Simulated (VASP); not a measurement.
# AlFe3 (Pm-3m) in VASP: notebook

The runs below take AlFe3 through single point, with LDA.

Program: VASP 6.6.1. These are calculated values, not measurements. Logs are shortened: lines on timing, memory, paths and dates and some standing lists are left out, and cuts for length are marked.

## 1. The cell of the first run

It takes space group Pm-3m (No. 221, cubic). The conventional cell has a = 3.687 Å, b = 3.687 Å, c = 3.687 Å, α = 90.00°, β = 90.00°, γ = 90.00°. Within 3.4 Å of Al (site symmetry m-3m) lie 12 Fe at 2.61 Å. Within 3.4 Å of Fe (site symmetry 4/mmm) lie 4 Al at 2.61 Å and 8 Fe at 2.61 Å.

## 2. Single point, LDA, collinear spin, ferromagnetic start

Input file INCAR:

```
SYSTEM = AlFe3
ALGO = Normal
EDIFF = 1E-7
ENCUT = 520
GGA = CA
ISIF = 2
ISMEAR = -1
ISPIN = 2
LASPH = .True.
LCHARG = .False.
LMAXMIX = 4
LORBIT = 11
LREAL = .False.
LWAVE = .False.
MAGMOM = 0 2.4 2.4 2.4
NBANDS = 26
NELM = 150
PREC = Accurate
SIGMA = 0.1
```

Input file KPOINTS:

```
k-points
0
Gamma
  6 6 6
  0 0 0
```

Input file POSCAR:

```
AlFe3
1.0
    3.6871808867      0.0000000000      0.0000000000
    0.0000000000      3.6871808867      0.0000000000
    0.0000000000      0.0000000000      3.6871808867
Al Fe
1 3
Direct
    0.0000000000      0.0000000000      0.0000000000
    0.0000000000      0.5000000000      0.5000000000
    0.5000000000      0.0000000000      0.5000000000
    0.5000000000      0.5000000000      0.0000000000
```

Potentials or basis: VASP PAW LDA potentials, release 64 (Al, Fe).

Launch:

```
$ cat potpaw_LDA.64/Al/POTCAR potpaw_LDA.64/Fe/POTCAR > POTCAR
$ mpirun -np 1 vasp_std > vasp.out
```

OUTCAR:

```text
SYSTEM = AlFe3
   EDIFF = 1E-7
   ENCUT = 520
   GGA = CA
   ISIF = 2
   ISMEAR = -1
   ISPIN = 2
   LASPH = .True.
   LORBIT = 11
   LREAL = .False.
   NELM = 150
   PREC = Accurate

 ion  position               nearest neighbor table
   1  0.000  0.000  0.000-   2 2.61   3 2.61   4 2.61   2 2.61   3 2.61   2 2.61   4 2.61   2 2.61
                             3 2.61   4 2.61   3 2.61   4 2.61
   2  0.000  0.500  0.500-   1 2.61   3 2.61   4 2.61   1 2.61   4 2.61   1 2.61   3 2.61   1 2.61
                             3 2.61   4 2.61   4 2.61   3 2.61
   3  0.500  0.000  0.500-   1 2.61   2 2.61   4 2.61   1 2.61   4 2.61   2 2.61   4 2.61   4 2.61
                             1 2.61   2 2.61   1 2.61   2 2.61
   4  0.500  0.500  0.000-   1 2.61   2 2.61   3 2.61   2 2.61   3 2.61   1 2.61   3 2.61   3 2.61
                             1 2.61   2 2.61   2 2.61   1 2.61

  LATTYP: Found a simple cubic cell.
 ALAT       =     3.6871808867

  Lattice vectors:

 A1 = (   3.6871808867,   0.0000000000,   0.0000000000)
 A2 = (   0.0000000000,   3.6871808867,   0.0000000000)
 A3 = (   0.0000000000,   0.0000000000,   3.6871808867)

Analysis of symmetry for initial positions (statically):
=====================================================================
 Subroutine PRICEL returns:
 Original cell was already a primitive cell.

 Routine SETGRP: Setting up the symmetry group for a
 simple cubic supercell.

 Subroutine GETGRP returns: Found 48 space group operations
 (whereof 48 operations were pure point group operations)
 out of a pool of 48 trial point group operations.

The static configuration has the point symmetry O_h .

Analysis of symmetry for dynamics (positions and initial velocities):
=====================================================================
 Subroutine PRICEL returns:
 Original cell was already a primitive cell.

 Routine SETGRP: Setting up the symmetry group for a
 simple cubic supercell.

 Subroutine GETGRP returns: Found 48 space group operations
 (whereof 48 operations were pure point group operations)
 out of a pool of 48 trial point group operations.

The dynamic configuration has the point symmetry O_h .

Analysis of structural, dynamic, and magnetic symmetry:
=====================================================================
 Subroutine PRICEL returns:
 Original cell was already a primitive cell.

 Routine SETGRP: Setting up the symmetry group for a
 simple cubic supercell.

 Subroutine GETGRP returns: Found 48 space group operations
 (whereof 48 operations were pure point group operations)
[... 129 lines left out ...]
   IVDW    =     0    specifies the selected vdW correction
   LEPSILON=     F    determine dielectric tensor
   LRPA    =     F    only Hartree local field effects (RPA)
 spin polarized calculation
  energy-cutoff  :      520.00
  volume of cell :       50.13
 maximum number of plane-waves:      1376
 NGX is ok and might be reduce to    28
   NGX = 13   NGY = 13   NGZ = 13

 number of electron      27.0000016 magnetization       6.6557918

 Free energy of the ion-electron system (eV)
  ---------------------------------------------------
  ext. energy  EPLUGINS =         0.00000000
  ---------------------------------------------------
  free energy    TOTEN  =       -32.26647902 eV

  energy without entropy =      -32.16507050  energy(sigma->0) =      -32.21577476

 E-fermi :   6.2565     XC(G=0): -12.4889

 val. band max:        6.2552669844   @ k =   0.5000   0.1667   0.0000
 cond. band min:       6.2649233082   @ k =   0.3333   0.3333   0.0000
 fundamental gap:      0.0096563238
 Fermi energy:         6.2565145133

 spin component 1

 k-point     1 :       0.0000    0.0000    0.0000
  band No.  band energies     occupation
      1      -3.2184      1.00000
      2       1.4224      1.00000
      3       2.3533      1.00000
      4       2.3533      1.00000
      5       2.6945      1.00000
      6       2.6945      1.00000
[... 549 lines left out ...]
     24      23.2163      0.00000
     25      23.2163      0.00000
 Fermi energy:         6.2565145133

 spin component 2

 k-point     1 :       0.0000    0.0000    0.0000
  band No.  band energies     occupation
      1      -2.9866      1.00000
      2       2.8372      1.00000
      3       3.6752      1.00000
      4       3.6752      1.00000
      5       4.2315      1.00000
      6       4.2315      1.00000
[... 549 lines left out ...]
     24      23.3150      0.00000
     25      23.3150      0.00000
 [bands above 25 left out]

------------------------ aborting loop because EDIFF is reached ----------------------------------------

  FORCE on cell =-STRESS in cart. coord.  units (eV):
  Direction    XX          YY          ZZ          XY          YZ          ZX
  --------------------------------------------------------------------------------------
  -------------------------------------------------------------------------------------
  Total       -5.7489418     -5.7489418     -5.7489418      0.0000000     -0.0000000      0.0000000
  in kB     -183.7448457   -183.7448457   -183.7448457      0.0000000     -0.0000000      0.0000000
  external PRESSURE =    -183.7448457 kB  Pullay stress =       0.0000000 kB

 VOLUME and BASIS-vectors are now :
 -----------------------------------------------------------------------------
  energy-cutoff  :      520.00
  volume of cell :       50.13
      direct lattice vectors                 reciprocal lattice vectors
     3.687180887  0.000000000  0.000000000     0.271209911  0.000000000  0.000000000
     0.000000000  3.687180887  0.000000000     0.000000000  0.271209911  0.000000000
     0.000000000  0.000000000  3.687180887     0.000000000  0.000000000  0.271209911

 POSITION                                       TOTAL-FORCE (eV/Angst)
 -----------------------------------------------------------------------------------
      0.00000      0.00000      0.00000         0.000000      0.000000      0.000000
      0.00000      1.84359      1.84359         0.000000      0.000000      0.000000
      1.84359      0.00000      1.84359         0.000000      0.000000      0.000000
      1.84359      1.84359      0.00000         0.000000      0.000000      0.000000
 -----------------------------------------------------------------------------------
    total drift:                                0.000000      0.000000      0.000000

  FREE ENERGIE OF THE ION-ELECTRON SYSTEM (eV)
  ---------------------------------------------------
  free  energy   TOTEN  =       -32.2664790177 eV

  energy  without entropy=      -32.1650705027  energy(sigma->0) =      -32.21577476

 total charge

# of ion       s       p       d       tot
------------------------------------------
    1        0.415   0.411   0.000   0.827
    2        0.452   0.481   6.251   7.183
    3        0.452   0.481   6.251   7.183
    4        0.452   0.481   6.251   7.183
--------------------------------------------------
tot          1.770   1.853  18.752  22.376

 magnetization (x)

# of ion       s       p       d       tot
------------------------------------------
    1       -0.009  -0.054   0.000  -0.063
    2        0.000   0.000   2.225   2.225
    3        0.000   0.000   2.225   2.225
    4        0.000   0.000   2.225   2.225
--------------------------------------------------
tot         -0.009  -0.053   6.674   6.612
```

stdout:

```text
POSCAR found type information on POSCAR AlFe
 POSCAR found :  2 types and       4 ions
 scaLAPACK will be used
 LDA part: xc-table for (Slater(with rela. corr.)+CA(PZ))
 , standard interpolation
 POSCAR, INCAR and KPOINTS ok, starting setup
 FFT: planning ... GRIDC
 FFT: planning ... GRID_SOFT
 FFT: planning ... GRID
 WAVECAR not read
 entering main loop
```

Run time: 67 s. Hardware: 1 thread of Intel Xeon 8259CL, shared host; peak memory 0.17 GiB.

Results:

```yaml
Free_energy: -32.2665 eV
Pressure: -18.4 GPa
Net_moment: 6.66 μB per cell
Site_moments: Al -0.06; Fe +2.23 μB
Valence_electrons_inside_the_program's_atomic_spheres: Al 0.83; Fe 7.18
```

Levels at points of the mesh, in eV from the Fermi level:
Spin up:
```tsv
k point	band 14	band 15	band 16	band 17	band 18	band 19	band 20	band 21
(0.00, 0.00, 0.00)	-0.03	-0.03	-0.03	0.69	0.69	0.69	6.48	6.48
(0.50, 0.00, 0.00)	-1.40	-1.31	-0.87	-0.03	5.07	5.07	5.37	5.37
(0.50, 0.50, 0.00)	-1.45	-1.28	-1.03	-0.81	0.84	0.84	7.43	7.61
(0.50, 0.50, 0.50)	-1.39	-1.39	-0.28	-0.28	-0.28	-0.20	2.83	4.15
```
Spin down:
| k point | band 6 | band 7 | band 8 | band 9 | band 10 | band 11 | band 12 | band 13 | band 14 | band 15 |
| --- | --- | --- | --- | --- | --- | --- | --- | --- | --- | --- |
| (0.00, 0.00, 0.00) | -2.03 | -2.02 | 0.33 | 0.33 | 0.33 | 0.91 | 0.91 | 0.91 | 1.39 | 1.39 |
| (0.50, 0.00, 0.00) | -1.56 | -1.33 | -0.66 | -0.66 | -0.22 | -0.16 | 0.52 | 0.52 | 0.53 | 0.72 |
| (0.50, 0.50, 0.00) | -1.34 | -1.10 | -1.10 | -0.52 | -0.52 | 0.29 | 0.31 | 0.43 | 0.43 | 0.85 |
| (0.50, 0.50, 0.50) | -1.80 | -1.80 | -0.50 | -0.50 | -0.50 | 0.20 | 0.43 | 0.43 | 0.43 | 0.72 |

Caveat: the cell stands under tension.

## 3. Single point, LDA, collinear spin, ferromagnetic start

This run uses another cell than the first one, of 13.01 Å³/atom.

Input file INCAR:

```
SYSTEM = AlFe3
PREC = Accurate
ENCUT = 520
EDIFF = 1E-7
ISMEAR = -1
SIGMA = 0.1
LREAL = .False.
LASPH = .True.
NELM = 150
ALGO = Normal
ISIF = 2
LWAVE = .False.
LCHARG = .False.
ISPIN = 2
MAGMOM = 0 2.4 2.4 2.4
LORBIT = 11
LMAXMIX = 4
NBANDS = 26
```

Input file KPOINTS:

```
Automatic mesh
0
Gamma
  6 6 6
  0 0 0
```

Input file POSCAR:

```
AlFe3
1.0
    3.7338590178      0.0000000000      0.0000000000
    0.0000000000      3.7338590178      0.0000000000
    0.0000000000      0.0000000000      3.7338590178
Al Fe
1 3
Direct
    0.0000000000      0.0000000000      0.0000000000
    0.0000000000      0.5000000000      0.5000000000
    0.5000000000      0.0000000000      0.5000000000
    0.5000000000      0.5000000000      0.0000000000
```

Potentials or basis: VASP PAW LDA potentials, release 64 (Al, Fe).

Launch:

```
$ cat potpaw_LDA.64/Al/POTCAR potpaw_LDA.64/Fe/POTCAR > POTCAR
$ mpirun -np 1 vasp_std > vasp.out
```

It took 57 s on 1 thread of Intel Xeon 8259CL, shared host; peak memory 0.17 GiB.

Results (log left out):

```yaml
Free_energy: -32.0211 eV
Pressure: -22.3 GPa
Net_moment: 6.80 μB per cell
Site_moments: Al -0.07; Fe +2.28 μB
Valence_electrons_inside_the_program's_atomic_spheres: Al 0.81; Fe 7.12
```

Levels at points of the mesh, in eV from the Fermi level:
Spin up:
| k point | band 15 | band 16 | band 17 | band 18 | band 19 | band 20 |
| --- | --- | --- | --- | --- | --- | --- |
| (0.00, 0.00, 0.00) | -0.13 | -0.13 | 0.65 | 0.65 | 0.65 | 6.10 |
| (0.50, 0.00, 0.00) | -1.35 | -0.94 | -0.13 | 4.85 | 4.85 | 5.20 |
| (0.50, 0.50, 0.00) | -1.33 | -1.08 | -0.87 | 0.70 | 0.70 | 7.13 |
| (0.50, 0.50, 0.50) | -1.43 | -0.38 | -0.38 | -0.38 | -0.19 | 2.55 |
Spin down:
```tsv
k point	band 8	band 9	band 10	band 11	band 12	band 13
(0.00, 0.00, 0.00)	0.36	0.36	0.36	0.85	0.85	0.85
(0.50, 0.00, 0.00)	-0.59	-0.59	-0.16	-0.12	0.53	0.53
(0.50, 0.50, 0.00)	-1.00	-0.45	-0.45	0.31	0.33	0.46
(0.50, 0.50, 0.50)	-0.43	-0.43	-0.43	0.19	0.46	0.46
```

Caveat: the cell stands under tension.

## 4. Single point, LDA, collinear spin, ferromagnetic start

This run uses another cell than the first one, of 13.50 Å³/atom.

Input file INCAR:

```
SYSTEM = AlFe3
ALGO = Normal
EDIFF = 1E-7
ENCUT = 520
GGA = CA
ISIF = 2
ISMEAR = -1
ISPIN = 2
LASPH = .TRUE.
LCHARG = .FALSE.
LMAXMIX = 4
LORBIT = 11
LREAL = .FALSE.
LWAVE = .FALSE.
MAGMOM = 0 2.4 2.4 2.4
NBANDS = 26
NELM = 150
PREC = Accurate
SIGMA = 0.1
```

Input file KPOINTS:

```
k-points
0
G
  6 6 6
  0 0 0
```

Input file POSCAR:

```
AlFe3
1.0
    3.7793983720      0.0000000000      0.0000000000
    0.0000000000      3.7793983720      0.0000000000
    0.0000000000      0.0000000000      3.7793983720
Al Fe
1 3
Direct
    0.0000000000      0.0000000000      0.0000000000
    0.0000000000      0.5000000000      0.5000000000
    0.5000000000      0.0000000000      0.5000000000
    0.5000000000      0.5000000000      0.0000000000
```

Launch:

```
$ cat potpaw_LDA.64/Al/POTCAR potpaw_LDA.64/Fe/POTCAR > POTCAR
$ mpirun -np 1 vasp_std > vasp.out
```

Run time: 52 s. Hardware: 1 thread of Intel Xeon 8259CL, shared host; peak memory 0.17 GiB.

Results (log left out):

- Free energy: -31.7330 eV
- Pressure: -25.5 GPa
- Net moment: 6.91 μB per cell
- Site moments: Al -0.07; Fe +2.32 μB
- Valence electrons inside the program's atomic spheres: Al 0.79; Fe 7.06

Levels at points of the mesh, in eV from the Fermi level:
Spin up:
| k point | band 15 | band 16 | band 17 | band 18 | band 19 | band 20 |
| --- | --- | --- | --- | --- | --- | --- |
| (0.00, 0.00, 0.00) | -0.23 | -0.23 | 0.61 | 0.61 | 0.61 | 5.73 |
| (0.50, 0.00, 0.00) | -1.39 | -1.01 | -0.23 | 4.64 | 4.64 | 5.04 |
| (0.50, 0.50, 0.00) | -1.38 | -1.12 | -0.93 | 0.57 | 0.57 | 6.85 |
| (0.50, 0.50, 0.50) | -1.47 | -0.47 | -0.47 | -0.47 | -0.19 | 2.28 |
Spin down:
| k point | band 8 | band 9 | band 10 | band 11 | band 12 | band 13 |
| --- | --- | --- | --- | --- | --- | --- |
| (0.00, 0.00, 0.00) | 0.37 | 0.37 | 0.37 | 0.80 | 0.80 | 0.80 |
| (0.50, 0.00, 0.00) | -0.53 | -0.53 | -0.12 | -0.09 | 0.53 | 0.53 |
| (0.50, 0.50, 0.00) | -0.93 | -0.40 | -0.40 | 0.33 | 0.35 | 0.47 |
| (0.50, 0.50, 0.50) | -0.38 | -0.38 | -0.38 | 0.18 | 0.48 | 0.48 |

Caveat: the cell stands under tension.

## 5. Summary

| cell | gap on the mesh (eV) | pressure (GPa) | moment (μB) |
| --- | --- | --- | --- |
| a = 3.687 Å, 4 atoms | none | -18.4 | 6.66 |
| a = 3.734 Å, 4 atoms | none | -22.3 | 6.80 |
| a = 3.779 Å, 4 atoms | none | -25.5 | 6.91 |

Alike in all rows: task single point; level LDA; potentials or basis VASP PAW LDA potentials, release 64 (Al, Fe); spin collinear, ferromagnetic start; k mesh 6 × 6 × 6; cutoff (eV) 520; smearing fermi-dirac 0.1 eV.

Caveats: the cell stands under tension.

Absolute energies hang on the potentials; compare differences alone.
